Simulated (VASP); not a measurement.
# LiF (P6_3mc) in VASP: a series of runs

Aim: see how the results for LiF move with the level of theory and the settings. Levels: PBE, LDA, PBEsol. Tasks: single point.

Everything below comes from runs of VASP 6.6.1. Logs are shortened: lines on timing, memory, paths and dates and some standing lists are left out, and cuts for length are marked.

### Step 1. The cell of the first run

The structure is hexagonal, space group P6_3mc (No. 186). The conventional cell has a = 3.081 Å, b = 3.081 Å, c = 4.785 Å, α = 90.00°, β = 90.00°, γ = 120.00°. Within 2.5 Å of Li (site symmetry 3m) lie 4 F at 1.86 to 1.87 Å. F (site symmetry 3m) has 4 Li at 1.86 to 1.87 Å within 2.5 Å.

### Step 2. Single point, PBE

Contents of INCAR:

```
  PREC = Accurate
  ENCUT = 520
  EDIFF = 1E-6
  ISMEAR = 0
  SIGMA = 0.01
  LREAL = F
  LASPH = T
  NELM = 80
  ALGO = Normal
  ISIF = 2
  LWAVE = F
  LCHARG = F
  GGA = PE
  NBANDS = 18
```

Contents of KPOINTS:

```
regular mesh
0
Gamma
  6 6 4
```

Contents of POSCAR:

```
LiF
1.0
    3.0810131961      0.0000000000      0.0000000000
   -1.5405065980      2.6682356972      0.0000000000
    0.0000000000      0.0000000000      4.7853416872
Li F
2 2
Direct
    0.3333333333      0.6666666667     -0.0074306400
    0.6666666667      0.3333333333      0.4925693600
    0.3333333333      0.6666666667      0.3824306400
    0.6666666667      0.3333333333      0.8824306400
```

Potentials or basis: VASP PAW PBE potentials, release 64 (Li_sv, F).

Started as:

```
$ cat potpaw_PBE.64/Li_sv/POTCAR potpaw_PBE.64/F/POTCAR > POTCAR
$ mpirun -np 1 vasp_std > vasp.out
```

OUTCAR:

```text
PREC = Accurate
   ENCUT = 520
   EDIFF = 1E-6
   ISMEAR = 0
   LREAL = F
   LASPH = T
   NELM = 80
   ISIF = 2
   GGA = PE

 ion  position               nearest neighbor table
   1  0.333  0.667  0.993-   4 1.86   4 1.86   4 1.86   3 1.87
   2  0.667  0.333  0.493-   3 1.86   3 1.86   3 1.86   4 1.87
   3  0.333  0.667  0.382-   2 1.86   2 1.86   2 1.86   1 1.87
   4  0.667  0.333  0.882-   1 1.86   1 1.86   1 1.86   2 1.87

  LATTYP: Found a hexagonal cell.
 ALAT       =     3.0810131961
 C/A-ratio  =     1.5531714351

  Lattice vectors:

 A1 = (   3.0810131961,   0.0000000000,   0.0000000000)
 A2 = (  -1.5405065980,   2.6682356972,   0.0000000000)
 A3 = (   0.0000000000,   0.0000000000,   4.7853416872)

Analysis of symmetry for initial positions (statically):
=====================================================================
 Subroutine PRICEL returns:
 Original cell was already a primitive cell.

 Routine SETGRP: Setting up the symmetry group for a
 hexagonal supercell.

 Subroutine GETGRP returns: Found 12 space group operations
 (whereof  6 operations were pure point group operations)
 out of a pool of 24 trial point group operations.

The static configuration has the point symmetry C_3v.
 The point group associated with its full space group is C_6v.

Analysis of symmetry for dynamics (positions and initial velocities):
=====================================================================
 Subroutine PRICEL returns:
 Original cell was already a primitive cell.

 Routine SETGRP: Setting up the symmetry group for a
 hexagonal supercell.

 Subroutine GETGRP returns: Found 12 space group operations
 (whereof  6 operations were pure point group operations)
 out of a pool of 24 trial point group operations.

The dynamic configuration has the point symmetry C_3v.
 The point group associated with its full space group is C_6v.

 Subroutine INISYM returns: Found 12 space group operations
 (whereof  6 operations are pure point group operations),
 and found     1 'primitive' translations

----------------------------------------------------------------------------------------

[... 87 lines left out ...]
   LNONCOLLINEAR =      F non collinear calculations
   LSORBIT =      F    spin-orbit coupling
   LASPH  =      T    aspherical Exc in radial PAW
   ENCUT  =  520.0 eV  38.22 Ry    6.18 a.u.   5.73  5.73  8.90*2*pi/ulx,y,z
   NELM   =     80;   NELMIN=  2; NELMDL= -5     # of ELM steps
   EDIFF  = 0.1E-05   stopping-criterion for ELM
   LREAL  =      F    real-space projection
   EDIFFG = 0.1E-04   stopping-criterion for IOM
   NSW    =      0    number of steps for IOM
   IBRION =     -1    ionic relax: 0-MD 1-quasi-New 2-CG
   NFREE  =      0    steps in history (QN), initial steepest desc. (CG)
   ISIF   =      2    stress and relaxation
   ISYM   =      2    0-nonsym 1-usesym 2-fastsym
   POTIM  = 0.5000    time-step for ionic-motion
   TEBEG  =    0.0;   TEEND  =   0.0 temperature during run
   PSTRESS=    0.0 pullay stress
   NELECT =      20.0000    total number of electrons
   NUPDOWN=      -1.0000    fix difference up-down
   EMIN   =  10.00;   EMAX   =-10.00  energy-range for DOS
   EFERMI =   0.00;   METHOD = LEGACY
   ISMEAR =     0;   SIGMA  =   0.01  broadening in eV -4-tet -1-fermi 0-gaus
   EFERMI_NEDOS =   21; number of points for ismear=-14 and -15
   IALGO  =     38    algorithm
   IMIX   =      4    mixing-type and parameters
     AMIX     =   0.40;   BMIX     =  1.00
     AMIX_MAG =   1.60;   BMIX_MAG =  1.00
  volume/ion in A,a.u.               =       9.83        66.37
  Fermi-wavevector in a.u.,A,eV,Ry     =   1.306596  2.469108 23.227766  1.707193
  Thomas-Fermi vector in A             =   2.437387
   LORBIT       =      0    0 simple, 1 ext, 2 COOP (PROOUT), +10 PAW based schemes
   GGA     = PE    functional components
   LHFCALC =     F    Hartree Fock is set to
   AEXX    =    0.0000 exact exchange contribution
   IVDW    =     0    specifies the selected vdW correction
   LEPSILON=     F    determine dielectric tensor
   LRPA    =     F    only Hartree local field effects (RPA)
 non-spin polarized calculation
 Gauss-broadening in eV      SIGMA  =   0.01
  energy-cutoff  :      520.00
  volume of cell :       39.34
 maximum number of plane-waves:      1085
 NGX is ok and might be reduce to    24
   NGX = 11   NGY = 11   NGZ = 17

 number of electron      20.0000014 magnetization

 Free energy of the ion-electron system (eV)
  ---------------------------------------------------
  ext. energy  EPLUGINS =         0.00000000
  ---------------------------------------------------
  free energy    TOTEN  =       -19.27831149 eV

  energy without entropy =      -19.27831149  energy(sigma->0) =      -19.27831149

 E-fermi :  -2.2033     XC(G=0):  -8.8753

 val. band max:       -2.4014733465   @ k =   0.0000   0.0000   0.0000
 cond. band min:       5.4371916397   @ k =   0.0000   0.0000   0.0000
 fundamental gap:      7.8386649862
 Fermi energy:        -2.2033174231

 k-point     1 :       0.0000    0.0000    0.0000
  band No.  band energies     occupation
      1     -42.8398      2.00000
      2     -42.7964      2.00000
      3     -21.8812      2.00000
      4     -21.6300      2.00000
      5      -4.6198      2.00000
      6      -2.9174      2.00000
[... 418 lines left out ...]
      5      -3.9997      2.00000
      6      -3.9997      2.00000
[... 10 lines left out ...]
     17      18.8631      0.00000
     18      18.8631      0.00000

------------------------ aborting loop because EDIFF is reached ----------------------------------------

  FORCE on cell =-STRESS in cart. coord.  units (eV):
  Direction    XX          YY          ZZ          XY          YZ          ZX
  --------------------------------------------------------------------------------------
  -------------------------------------------------------------------------------------
  Total        0.6922636      0.6922636      0.7077925      0.0000000      0.0000000      0.0000000
  in kB       28.1936554     28.1936554     28.8260972      0.0000000      0.0000000      0.0000000
  external PRESSURE =      28.4044694 kB  Pullay stress =       0.0000000 kB

 VOLUME and BASIS-vectors are now :
 -----------------------------------------------------------------------------
  energy-cutoff  :      520.00
  volume of cell :       39.34
      direct lattice vectors                 reciprocal lattice vectors
     3.081013196  0.000000000  0.000000000     0.324568555  0.187389742  0.000000000
    -1.540506598  2.668235697  0.000000000     0.000000000  0.374779485  0.000000000
     0.000000000  0.000000000  4.785341687     0.000000000  0.000000000  0.208971494

 POSITION                                       TOTAL-FORCE (eV/Angst)
 -----------------------------------------------------------------------------------
     -0.00000      1.77882      4.74978         0.000000     -0.000000     -0.003002
      1.54051      0.88941      2.35711        -0.000000      0.000000     -0.003002
     -0.00000      1.77882      1.83006        -0.000000     -0.000000      0.003002
      1.54051      0.88941      4.22273        -0.000000     -0.000000      0.003002
 -----------------------------------------------------------------------------------
    total drift:                               -0.000001     -0.000001      0.005098

  FREE ENERGIE OF THE ION-ELECTRON SYSTEM (eV)
  ---------------------------------------------------
  free  energy   TOTEN  =       -19.2783114892 eV

  energy  without entropy=      -19.2783114892  energy(sigma->0) =      -19.27831149
```

stdout:

```text
POSCAR found type information on POSCAR LiF
 POSCAR found :  2 types and       4 ions
 scaLAPACK will be used
 LDA part: xc-table for (Slater+PW92), standard interpolation
 POSCAR, INCAR and KPOINTS ok, starting setup
 FFT: planning ... GRIDC
 FFT: planning ... GRID_SOFT
 FFT: planning ... GRID
 WAVECAR not read
 entering main loop
```

It took 6.9 s on 1 thread of Intel Xeon Platinum 8488C (Sapphire Rapids), shared host; peak memory 0.15 GiB.

What came out:

- Free energy: -19.2783 eV
- Largest force: 0.003 eV/Å
- Band gap on the k mesh: 7.84 eV

Forces on the atoms (eV/Å):
```
Li   0.000  0.000 -0.003
Li   0.000  0.000 -0.003
F    0.000  0.000  0.003
F    0.000  0.000  0.003
```

Levels at points of the mesh, in eV from the valence-band top:
```
           k point  band 6  band 7  band 8  band 9  band 10  band 11  band 12  band 13  band 14  band 15
(0.00, 0.00, 0.00)   -0.52   -0.52   -0.18   -0.18     0.00     7.84    12.17    15.40    18.55    18.55
(0.50, 0.00, 0.00)   -1.27   -1.07   -1.05   -0.56    -0.41    11.26    12.30    14.93    15.12    17.39
(0.00, 0.00, 0.50)   -1.17   -0.35   -0.35   -0.35    -0.35     9.56     9.56    17.78    17.78    18.81
(0.50, 0.00, 0.50)   -1.82   -0.74   -0.74   -0.57    -0.57    11.23    11.23    14.99    14.99    19.13
```

Caveat: the cutoff is under 1.25 times the usual one of these potentials, so pressure, stress and relaxed cells hold a basis-set (Pulay) error. A k mesh can miss the band edges.

### Step 3. Single point, LDA

This run uses another cell than the first one, of 9.26 Å³/atom.

Contents of INCAR:

```
SYSTEM = LiF
PREC = Accurate
ENCUT = 520
EDIFF = 1E-6
ISMEAR = -1
SIGMA = 0.02
LREAL = .False.
LASPH = .True.
NELM = 60
ALGO = Normal
ISIF = 2
LWAVE = .False.
LCHARG = .False.
NBANDS = 18
```

Contents of KPOINTS:

```
regular mesh
0
Gamma
  12 12 6
  0 0 0
```

Contents of POSCAR:

```
LiF
1.0
    3.0300377481      0.0000000000      0.0000000000
   -1.5150188741      2.6240896643      0.0000000000
    0.0000000000      0.0000000000      4.6567415928
Li F
2 2
Direct
    0.3333333333      0.6666666667     -0.0090250252
    0.6666666667      0.3333333333      0.4909749748
    0.3333333333      0.6666666667      0.3840250252
    0.6666666667      0.3333333333      0.8840250252
```

Potentials or basis: VASP PAW LDA potentials, release 64 (Li_sv, F).

Started as:

```
$ cat potpaw_LDA.64/Li_sv/POTCAR potpaw_LDA.64/F/POTCAR > POTCAR
$ mpirun -np 1 vasp_std > vasp.out
```

Wall time 18 s (1 thread of Intel Xeon Platinum 8488C (Sapphire Rapids), shared host); peak memory 0.15 GiB.

It converged, with:

```
Free energy            : -20.8100 eV
Band gap on the k mesh : 7.82 eV
```

Forces in eV/Å, atoms in the order of the input:
```
Li   0.000  0.000 -0.003
Li   0.000  0.000 -0.003
F    0.000  0.000  0.003
F    0.000  0.000  0.003
```

Levels at points of the mesh, in eV from the valence-band top:
| k point | band 7 | band 8 | band 9 | band 10 | band 11 | band 12 | band 13 | band 14 |
| --- | --- | --- | --- | --- | --- | --- | --- | --- |
| (0.00, 0.00, 0.00) | -0.63 | -0.24 | -0.24 | 0.00 | 7.82 | 12.23 | 15.70 | 18.39 |
| (0.50, 0.00, 0.00) | -1.24 | -1.23 | -0.65 | -0.49 | 11.12 | 12.22 | 15.04 | 15.12 |
| (0.00, 0.00, 0.50) | -0.44 | -0.44 | -0.44 | -0.44 | 9.59 | 9.59 | 17.91 | 17.91 |
| (0.50, 0.00, 0.50) | -0.88 | -0.88 | -0.65 | -0.65 | 11.05 | 11.05 | 15.02 | 15.02 |

Caveat: the cutoff is under 1.25 times the usual one of these potentials, so pressure, stress and relaxed cells hold a basis-set (Pulay) error.

### Step 4. Single point, PBE

Contents of INCAR:

```
  ALGO = Normal
  EDIFF = 1E-6
  ENCUT = 520
  GGA = PE
  ISIF = 2
  ISMEAR = -1
  LASPH = True
  LCHARG = False
  LREAL = False
  LWAVE = False
  NBANDS = 18
  NELM = 100
  PREC = Accurate
  SIGMA = 0.02
```

Contents of KPOINTS:

```
k-points
0
Gamma
  12 12 6
```

Contents of POSCAR:

```
LiF
1.0
    3.0810131961      0.0000000000      0.0000000000
   -1.5405065980      2.6682356972      0.0000000000
    0.0000000000      0.0000000000      4.7853416872
Li F
2 2
Direct
    0.3333333333      0.6666666667     -0.0074306400
    0.6666666667      0.3333333333      0.4925693600
    0.3333333333      0.6666666667      0.3824306400
    0.6666666667      0.3333333333      0.8824306400
```

Potentials or basis: VASP PAW PBE potentials, release 64 (Li_sv, F).

Started as:

```
$ cat potpaw_PBE.64/Li_sv/POTCAR potpaw_PBE.64/F/POTCAR > POTCAR
$ mpirun -np 1 vasp_std > vasp.out
```

OUTCAR:

```text
EDIFF = 1E-6
   ENCUT = 520
   GGA = PE
   ISIF = 2
   ISMEAR = -1
   LASPH = True
   LREAL = False
   NELM = 100
   PREC = Accurate

 ion  position               nearest neighbor table
   1  0.333  0.667  0.993-   4 1.86   4 1.86   4 1.86   3 1.87
   2  0.667  0.333  0.493-   3 1.86   3 1.86   3 1.86   4 1.87
   3  0.333  0.667  0.382-   2 1.86   2 1.86   2 1.86   1 1.87
   4  0.667  0.333  0.882-   1 1.86   1 1.86   1 1.86   2 1.87

  LATTYP: Found a hexagonal cell.
 ALAT       =     3.0810131961
 C/A-ratio  =     1.5531714351

  Lattice vectors:

 A1 = (   3.0810131961,   0.0000000000,   0.0000000000)
 A2 = (  -1.5405065980,   2.6682356972,   0.0000000000)
 A3 = (   0.0000000000,   0.0000000000,   4.7853416872)

Analysis of symmetry for initial positions (statically):
=====================================================================
 Subroutine PRICEL returns:
 Original cell was already a primitive cell.

 Routine SETGRP: Setting up the symmetry group for a
 hexagonal supercell.

 Subroutine GETGRP returns: Found 12 space group operations
 (whereof  6 operations were pure point group operations)
 out of a pool of 24 trial point group operations.

The static configuration has the point symmetry C_3v.
 The point group associated with its full space group is C_6v.

Analysis of symmetry for dynamics (positions and initial velocities):
=====================================================================
 Subroutine PRICEL returns:
 Original cell was already a primitive cell.

 Routine SETGRP: Setting up the symmetry group for a
 hexagonal supercell.

 Subroutine GETGRP returns: Found 12 space group operations
[... 121 lines left out ...]
   EMIN   =  10.00;   EMAX   =-10.00  energy-range for DOS
   EFERMI =   0.00;   METHOD = LEGACY
   ISMEAR =    -1;   SIGMA  =   0.02  broadening in eV -4-tet -1-fermi 0-gaus
   EFERMI_NEDOS =   21; number of points for ismear=-14 and -15
   IALGO  =     38    algorithm
   IMIX   =      4    mixing-type and parameters
     AMIX     =   0.40;   BMIX     =  1.00
     AMIX_MAG =   1.60;   BMIX_MAG =  1.00
  volume/ion in A,a.u.               =       9.83        66.37
  Fermi-wavevector in a.u.,A,eV,Ry     =   1.306596  2.469108 23.227766  1.707193
  Thomas-Fermi vector in A             =   2.437387
   LORBIT       =      0    0 simple, 1 ext, 2 COOP (PROOUT), +10 PAW based schemes
   GGA     = PE    functional components
   LHFCALC =     F    Hartree Fock is set to
   AEXX    =    0.0000 exact exchange contribution
   IVDW    =     0    specifies the selected vdW correction
   LEPSILON=     F    determine dielectric tensor
   LRPA    =     F    only Hartree local field effects (RPA)
 non-spin polarized calculation
  energy-cutoff  :      520.00
  volume of cell :       39.34
 maximum number of plane-waves:      1085
 NGX is ok and might be reduce to    24
   NGX = 11   NGY = 11   NGZ = 17

 number of electron      20.0000014 magnetization

 Free energy of the ion-electron system (eV)
  ---------------------------------------------------
  ext. energy  EPLUGINS =         0.00000000
  ---------------------------------------------------
  free energy    TOTEN  =       -19.27822289 eV

  energy without entropy =      -19.27822289  energy(sigma->0) =      -19.27822289

 E-fermi :  -1.8634     XC(G=0):  -8.8753

 val. band max:       -2.4014826235   @ k =   0.0000   0.0000   0.0000
 cond. band min:       5.4371932472   @ k =   0.0000   0.0000   0.0000
 fundamental gap:      7.8386758707
 Fermi energy:        -1.8634498676

 k-point     1 :       0.0000    0.0000    0.0000
  band No.  band energies     occupation
      1     -42.8398      2.00000
      2     -42.7964      2.00000
      3     -21.8812      2.00000
      4     -21.6301      2.00000
      5      -4.6198      2.00000
      6      -2.9174      2.00000
[... 481 lines left out ...]
      5      -4.2619      2.00000
      6      -3.7036      2.00000
[... 10 lines left out ...]
     17      17.1031      0.00000
     18      18.1070      0.00000

 [... further k-points ...]

------------------------ aborting loop because EDIFF is reached ----------------------------------------

  FORCE on cell =-STRESS in cart. coord.  units (eV):
  Direction    XX          YY          ZZ          XY          YZ          ZX
  --------------------------------------------------------------------------------------
  -------------------------------------------------------------------------------------
  Total        0.6917506      0.6917506      0.7068809      0.0000000      0.0000000      0.0000000
  in kB       28.1727623     28.1727623     28.7889720      0.0000000      0.0000000      0.0000000
  external PRESSURE =      28.3781655 kB  Pullay stress =       0.0000000 kB

 VOLUME and BASIS-vectors are now :
 -----------------------------------------------------------------------------
  energy-cutoff  :      520.00
  volume of cell :       39.34
      direct lattice vectors                 reciprocal lattice vectors
     3.081013196  0.000000000  0.000000000     0.324568555  0.187389742  0.000000000
    -1.540506598  2.668235697  0.000000000     0.000000000  0.374779485  0.000000000
     0.000000000  0.000000000  4.785341687     0.000000000  0.000000000  0.208971494

 POSITION                                       TOTAL-FORCE (eV/Angst)
 -----------------------------------------------------------------------------------
     -0.00000      1.77882      4.74978        -0.000000      0.000000     -0.003005
      1.54051      0.88941      2.35711         0.000000     -0.000000     -0.003005
     -0.00000      1.77882      1.83006         0.000000      0.000000      0.003005
      1.54051      0.88941      4.22273        -0.000000     -0.000000      0.003005
 -----------------------------------------------------------------------------------
    total drift:                               -0.000001     -0.000001      0.005140

  FREE ENERGIE OF THE ION-ELECTRON SYSTEM (eV)
  ---------------------------------------------------
  free  energy   TOTEN  =       -19.2782228941 eV

  energy  without entropy=      -19.2782228941  energy(sigma->0) =      -19.27822289
```

Run time: 21 s. Hardware: 1 thread of Intel Xeon Platinum 8488C (Sapphire Rapids), shared host; peak memory 0.17 GiB.

Results:

```
Free energy            : -19.2782 eV
Largest force          : 0.003 eV/Å
Band gap on the k mesh : 7.84 eV
```

Forces on the atoms (eV/Å):
```
Li   0.000  0.000 -0.003
Li   0.000  0.000 -0.003
F    0.000  0.000  0.003
F    0.000  0.000  0.003
```

Levels at points of the mesh, in eV from the valence-band top:
| k point | band 7 | band 8 | band 9 | band 10 | band 11 | band 12 | band 13 | band 14 |
| --- | --- | --- | --- | --- | --- | --- | --- | --- |
| (0.00, 0.00, 0.00) | -0.52 | -0.18 | -0.18 | 0.00 | 7.84 | 12.17 | 15.40 | 18.55 |
| (0.50, 0.00, 0.00) | -1.07 | -1.05 | -0.56 | -0.41 | 11.26 | 12.30 | 14.93 | 15.12 |
| (0.00, 0.00, 0.50) | -0.35 | -0.35 | -0.35 | -0.35 | 9.56 | 9.56 | 17.78 | 17.78 |
| (0.50, 0.00, 0.50) | -0.74 | -0.74 | -0.57 | -0.57 | 11.23 | 11.23 | 14.99 | 14.99 |

Caveat: the cutoff is under 1.25 times the usual one of these potentials, so pressure, stress and relaxed cells hold a basis-set (Pulay) error.

[end of part 1 of 2]
